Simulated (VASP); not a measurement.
Set up this calculation in VASP 6.6.1, as the native input.

```
Task                   : single point
Functional             : r2SCAN
Potentials or basis    : VASP PAW PBE potentials, release 64 (Al, Cu)
Cutoff                 : 520 eV
k mesh                 : 10 × 10 × 10
Occupations            : gaussian, width 0.1 eV
Spin                   : no spin polarisation
Dipole correction      : no
Further INCAR settings : ALGO = Normal; EDIFF = 1e-07; NBANDS = 26
```

The system is Al2Cu.

```xyz
6
Lattice="-2.9960 2.9960 2.4067 2.9960 -2.9960 2.4067 2.9960 2.9960 -2.4067" Properties=species:S:1:pos:R:3 pbc="T T T"
Al    0.9551    2.0410    0.0000
Al    3.9511    0.9551    0.0000
Al   -0.9551    2.0410    2.4067
Al    2.0410    0.9551    2.4067
Cu    0.0000    0.0000    3.6100
Cu    0.0000    0.0000    1.2033
```

These files were run (other wordings do the same):

POSCAR

```
Al2Cu
1.0
   -2.9960221989      2.9960221989      2.4066749586
    2.9960221989     -2.9960221989      2.4066749586
    2.9960221989      2.9960221989     -2.4066749586
Al Cu
4 2
Direct
    0.3406112367      0.1593887633      0.5000000000
    0.1593887633      0.6593887633      0.8187775267
    0.8406112367      0.3406112367      0.1812224733
    0.6593887633      0.8406112367      0.5000000000
    0.7500000000      0.7500000000      0.0000000000
    0.2500000000      0.2500000000      0.0000000000
```

INCAR.step1

```
SYSTEM = Al2Cu
PREC = Accurate
ENCUT = 520
ISMEAR = 0
SIGMA = 0.1
LREAL = .False.
LASPH = .True.
NELM = 100
NBANDS = 26
GGA = PE
ALGO = Normal
EDIFF = 1E-4
LWAVE = .True.
LCHARG = .False.
```

INCAR.step2

```
SYSTEM = Al2Cu
PREC = Accurate
ENCUT = 520
EDIFF = 1E-7
ISMEAR = 0
SIGMA = 0.1
LREAL = .False.
LASPH = .True.
NELM = 100
ALGO = Normal
ISIF = 2
LWAVE = .False.
LCHARG = .False.
METAGGA = R2SCAN
LMIXTAU = .True.
NBANDS = 26
ISTART = 1
```

KPOINTS

```
regular mesh
0
Gamma
  10 10 10
  0 0 0
```

Potentials or basis: VASP PAW PBE potentials, release 64 (Al, Cu).

Launch:

```bash
$ cat potpaw_PBE.64/Al/POTCAR potpaw_PBE.64/Cu/POTCAR > POTCAR
$ cp INCAR.step1 INCAR
$ mpirun -np 1 vasp_std > vasp.out
$ cp INCAR.step2 INCAR
$ mpirun -np 1 vasp_std > vasp.out
```

It gave:

* Pressure: -0.2 GPa
* Band gap on the k mesh: zero (bands 17 and 18 overlap by 4.75 eV)

Caveat: the PAW data sets were made with another functional, which shifts forces and pressure a little.

Run time: 6.9 min on 1 thread of Intel(R) Xeon(R) 6975P-C (Granite Rapids) (shared host), peak memory 0.34 GiB.
